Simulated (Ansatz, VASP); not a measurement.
# BP in VASP and in Ansatz

Contents of INCAR:

```
SYSTEM = BP
  PREC = Accurate
  ENCUT = 500
  EDIFF = 1E-6
  ISMEAR = 0
  SIGMA = 0.01
  LREAL = .FALSE.
  LASPH = .TRUE.
  NELM = 120
  ALGO = Normal
  ISIF = 2
  LWAVE = .FALSE.
  LCHARG = .FALSE.
  GGA = PS
  NBANDS = 11
  GGA_COMPAT = .FALSE.
```

KPOINTS

```
regular mesh
0
G
  10 10 10
  0 0 0
```

The input POSCAR:

```
BP
1.0
    0.0000000000      2.2351752615      2.2351752615
    2.2351752615      0.0000000000      2.2351752615
    2.2351752615      2.2351752615      0.0000000000
B P
1 1
Direct
    0.0000000000      0.0000000000      0.0000000000
    0.7500000000      0.7500000000      0.7500000000
```

Input for Ansatz:

```yaml
crystal:
  lattice:
    - [0.0, 2.2351752615, 2.2351752615]
    - [2.2351752615, 0.0, 2.2351752615]
    - [2.2351752615, 2.2351752615, 0.0]
  atoms:
    - { symbol: B, position: [0.0, 0.0, 0.0] }
    - { symbol: P, position: [0.75, 0.75, 0.75] }
basis:
  ecutwfc: 420
kpoints:
  mp_grid: { grid: [10, 10, 10] }
hamiltonian:
  xc: pbesol
scf:
  occupations: { method: fixed }
  n_extra_bands: 2
output:
  forces: true
  eigenvalues: true
  stress: true
```

Alike in both runs: task single point; functional PBEsol; k mesh 10 × 10 × 10; no spin polarisation.

```csv
,VASP,Ansatz
version,VASP 6.6.1,Ansatz 0.2.0
potentials or method,"VASP PAW PBE potentials, release 64 (B, P), cutoff 500 eV","scalar-relativistic, plane waves, PAW"
occupations,"gaussian, width 0.01 eV",fixed
valence electrons in the cell,8,8
```

|  | VASP | Ansatz | Ansatz less VASP |
| --- | --- | --- | --- |
| gap on the k mesh at the Fermi level (eV) | 1.07 | 1.08 | +0.004 |
| pressure (GPa) | 6.1 | 6.0 | -0.11 |

VASP's potentials were made for PBE, not for PBEsol.
